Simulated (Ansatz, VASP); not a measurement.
# PbSe: VASP beside Ansatz

INCAR

```
PREC = Accurate ; ENCUT = 520
EDIFF = 1E-6 ; ISMEAR = 0
SIGMA = 0.05 ; LREAL = False
LASPH = True ; NELM = 80
ALGO = Normal ; ISIF = 2
LWAVE = False ; LCHARG = True
GGA = PE ; LELF = True
LVHAR = True ; NBANDS = 17
```

Contents of KPOINTS:

```
regular mesh
0
Gamma
  6 6 6
```

File POSCAR:

```
PbSe
1.0
    0.0000000000      3.1081261849      3.1081261849
    3.1081261849      0.0000000000      3.1081261849
    3.1081261849      3.1081261849      0.0000000000
Pb Se
1 1
Direct
    0.5000000000      0.5000000000      0.5000000000
    0.0000000000      0.0000000000      0.0000000000
```

Input for Ansatz:

```yaml
crystal:
  lattice:
    - [0.0, 3.1081261849, 3.1081261849]
    - [3.1081261849, 0.0, 3.1081261849]
    - [3.1081261849, 3.1081261849, 0.0]
  atoms:
    - { symbol: Pb, position: [0.5, 0.5, 0.5] }
    - { symbol: Se, position: [0.0, 0.0, 0.0] }
basis:
  ecutwfc: 420
  ecutrho_ratio: 4
kpoints:
  mp_grid: { grid: [6, 6, 6] }
hamiltonian:
  xc: pbe
scf:
  occupations: { method: gaussian, width: 0.05 }
output:
  forces: true
  stress: true
  eigenvalues: true
```

Alike in both runs: task single point; functional PBE; k mesh 6 × 6 × 6; occupations gaussian, width 0.05 eV; no spin polarisation.

```csv
,VASP,Ansatz
version,VASP 6.6.1,Ansatz 0.2.0
potentials or method,"VASP PAW PBE potentials, release 64 (Pb_d, Se), cutoff 520 eV","scalar-relativistic, plane waves, PAW"
valence electrons in the cell,20,30
```

Ansatz gave:

* gap on the k mesh at the Fermi level (eV): 0.43
* least direct gap on the mesh (eV): 0.43
* pressure (GPa): 0.0

Q: Which values does VASP return?

A: gap on the k mesh at the Fermi level (eV): 0.44; least direct gap on the mesh (eV): 0.44; pressure (GPa): 0.0.

VASP's potentials hold 20 valence electrons a cell and Ansatz's 30, so a difference there can come from the potentials and not from the codes.

Neither program's run includes spin-orbit coupling.
